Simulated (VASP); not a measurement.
Set up this calculation in VASP 6.6.1, as the native input.

```
Task                   : single point
Functional             : LDA
Potentials or basis    : VASP PAW LDA potentials, release 64 (Si, C)
Cutoff                 : 520 eV
k mesh                 : 12 × 12 × 6
Occupations            : gaussian, width 0.05 eV
Spin                   : no spin polarisation
Dipole correction      : no
Further INCAR settings : ALGO = Normal; EDIFF = 1e-06; NBANDS = 16
```

The structure of SiC lies in POSCAR:

```
SiC
1.0
    3.0939792228      0.0000000000      0.0000000000
   -1.5469896114      2.6794646057      0.0000000000
    0.0000000000      0.0000000000      5.2857541042
Si C
2 2
Direct
    0.3333333333      0.6666666667      0.0056249910
    0.6666666667      0.3333333333      0.5056249910
    0.3333333333      0.6666666667      0.3793750090
    0.6666666667      0.3333333333      0.8793750090
```

This cell differs from its parent crystal: volume 10.955 Å^3 an atom, c/a of the conventional cell 1.7084.

One way to write it, as run:

INCAR

```
SYSTEM = SiC
  PREC = Accurate
  ENCUT = 520
  EDIFF = 1E-6
  ISMEAR = 0
  SIGMA = 0.05
  LREAL = .False.
  LASPH = .True.
  NELM = 80
  ALGO = Normal
  ISIF = 2
  LWAVE = .False.
  LCHARG = .False.
  GGA = CA
  NBANDS = 16
```

KPOINTS

```
regular mesh
0
Gamma
  12 12 6
  0 0 0
```

Potentials or basis: VASP PAW LDA potentials, release 64 (Si, C).

The run is started by

```bash
$ cat potpaw_LDA.64/Si/POTCAR potpaw_LDA.64/C/POTCAR > POTCAR
$ mpirun -np 1 vasp_std > vasp.out
```

Results of the run:

| Property | Result |
| --- | --- |
| Pressure | -14.5 GPa |
| Band gap on the k mesh | 2.03 eV, indirect (least direct gap 4.08 eV) |

It took 32 s on 1 thread of Intel(R) Xeon(R) Platinum 8175M CPU @ 2.50GHz (Skylake/Cascade Lake) (shared host), peak memory 0.17 GiB.
